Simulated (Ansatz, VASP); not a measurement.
**C: VASP beside Ansatz**

Contents of POSCAR:

```
C
1.0
    1.2894276638      0.7444514088      3.5143613814
   -1.2894276638      0.7444514088      3.5143613814
    0.0000000000     -1.4889028176      3.5143613814
C
2
Direct
    0.1640000000      0.1640000000      0.1640000000
    0.8360000000      0.8360000000      0.8360000000
```

The input INCAR.step1:

```
PREC     = Accurate       # precision mode
ENCUT    = 520            # plane-wave cutoff, eV
ISMEAR   = 0              # smearing method
SIGMA    = 0.05           # smearing width, eV
LREAL    = False          # projectors in reciprocal space
LASPH    = True           # aspherical terms in the spheres
NELM     = 80             # most SCF steps
NBANDS   = 11             # bands
GGA      = PE             # functional
ALGO     = Normal         # electronic algorithm
EDIFF    = 1E-4           # SCF threshold, eV
LWAVE    = True           # write WAVECAR
LCHARG   = False          # write CHGCAR
```

Contents of INCAR.step2:

```
PREC     = Accurate       # precision mode
ENCUT    = 520            # plane-wave cutoff, eV
EDIFF    = 1E-6           # SCF threshold, eV
ISMEAR   = 0              # smearing method
SIGMA    = 0.05           # smearing width, eV
LREAL    = False          # projectors in reciprocal space
LASPH    = True           # aspherical terms in the spheres
NELM     = 80             # most SCF steps
ALGO     = Normal         # electronic algorithm
ISIF     = 2              # what is computed and relaxed
LWAVE    = False          # write WAVECAR
LCHARG   = False          # write CHGCAR
METAGGA  = R2SCAN         # meta-GGA
LMIXTAU  = True         
NBANDS   = 11             # bands
ISTART   = 1
```

Contents of KPOINTS:

```
regular mesh
0
Gamma
  12 12 12
```

Input for Ansatz:

```yaml
crystal:
  lattice:
    - [1.2894276638, 0.7444514088, 3.5143613814]
    - [-1.2894276638, 0.7444514088, 3.5143613814]
    - [0.0, -1.4889028176, 3.5143613814]
  atoms:
    - { symbol: C, position: [0.164, 0.164, 0.164] }
    - { symbol: C, position: [0.836, 0.836, 0.836] }
basis:
  ecutwfc: 500
kpoints:
  mp_grid: { grid: [12, 12, 12] }
hamiltonian:
  xc: r2scan
scf:
  occupations: { method: gaussian, width: 0.05 }
output:
  forces: true
  stress: true
  eigenvalues: true
```

Change from the starting cell: strain +0.050 along x and y, +0.050 along z, atoms carried along.

Alike in both runs: task single point; functional r2SCAN; k mesh 12 × 12 × 12; occupations gaussian, width 0.05 eV; no spin polarisation.

|  | VASP | Ansatz |
| --- | --- | --- |
| version | VASP 6.6.1 | Ansatz 0.2.0 |
| potentials or method | VASP PAW PBE potentials, release 64 (C), cutoff 520 eV | scalar-relativistic, plane waves, PAW |
| valence electrons in the cell | 8 | 8 |

```csv
,VASP,Ansatz,Ansatz less VASP
gap on the k mesh at the Fermi level (eV),0.64,0.64,+0.001
least direct gap on the mesh (eV),0.64,0.64,+0.001
pressure (GPa),-31.7,-32.3,-0.52
"traceless stress, the component that is largest in VASP (GPa)",31.34,31.92,+0.573
rms of the force components (eV/Å),0.530,0.535,+0.0049
```

VASP's potentials were made for PBE, not for r2SCAN. Atom by atom the forces differ by 0.005 eV/Å (rms over components). Both programs put the cell under strong tension, so it lies far from rest at this level.

Noted on VASP's run: the cell as given lies far from equilibrium.
